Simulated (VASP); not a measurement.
Set up this calculation in VASP 6.6.1, as the native input.

- Task: single point
- Functional: PBEsol
- Potentials or basis: VASP PAW PBE potentials, release 64 (W_sv)
- Cutoff: 520 eV
- k mesh: 15 × 15 × 15
- Occupations: fermi-dirac, width 0.1 eV
- Spin: no spin polarisation
- Dipole correction: no
- Further INCAR settings: ALGO = Normal; EDIFF = 1e-06; NBANDS = 13

The structure of W lies in POSCAR:

```
W
1.0
    0.0000000000      2.0516366621      2.0516366621
    2.0516366621      0.0000000000      2.0516366621
    2.0516366621      2.0516366621      0.0000000000
W
1
Direct
    0.0000000000      0.0000000000      0.0000000000
```

This cell differs from its parent crystal: volume scaled by 1.08.

One way to write it, as run:

INCAR

```
ALGO = Normal
EDIFF = 1E-6
ENCUT = 520
GGA = PS
ISIF = 2
ISMEAR = -1
LASPH = T
LCHARG = T
LELF = T
LREAL = F
LVHAR = T
LWAVE = F
NBANDS = 13
NELM = 100
PREC = Accurate
SIGMA = 0.1
```

KPOINTS

```
k-points
0
Gamma
  15 15 15
```

Potentials or basis: VASP PAW PBE potentials, release 64 (W_sv).

Launch:

```console
$ cat potpaw_PBE.64/W_sv/POTCAR > POTCAR
$ mpirun -np 1 vasp_std > vasp.out
```

It gave:

The pressure is -19.6 GPa and the band gap on the k mesh is zero (band 7 reaches 12.22 eV, above the bottom of band 8 at 9.13 eV).

Caveat: the PAW data sets were made with another functional, which shifts forces and pressure a little; spin-orbit coupling is left out, which moves the levels of the heavy elements.

Wall time 45 s on 1 thread of Intel Xeon 8259CL (shared host), peak memory 0.16 GiB.
